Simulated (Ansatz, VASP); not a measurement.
# Two plane-wave programs on CaGeN

```
Ca Ge N
1.0
     3.81369    0.00000    0.00000
    -1.90684    3.30275    0.00000
     0.00000    0.00000    4.06553
Ca Ge N
1 1 1
Direct
  0.00000 0.00000 0.00000
  0.33333 0.66667 0.50000
  0.66667 0.33333 0.50000
```

Change from the starting cell: species swapped into the EuZnGe type (P-6m2, No. 187).

Alike in both runs: functional PBE; k mesh 12 × 12 × 12; occupations gaussian, width 0.1 eV; no spin polarisation.

Ansatz relaxed the structure, and its values are those at the end. VASP's run is a single point on that final structure, the one shown.

|  | VASP | Ansatz |
| --- | --- | --- |
| version | VASP 6.6.1 | Ansatz 0.2.0 |
| potentials or method | VASP PAW PBE potentials, release 64 (Ca_sv, Ge_d, N), cutoff 520 eV | scalar-relativistic, plane waves, PAW |
| valence electrons in the cell | 29 | 29 |

```csv
,VASP,Ansatz,Ansatz less VASP
gap on the k mesh at the Fermi level (eV),none,none,-
pressure (GPa),0.2,0.0,-0.17
```

A gap of «none» marks a metal or a gap that the smearing closes.
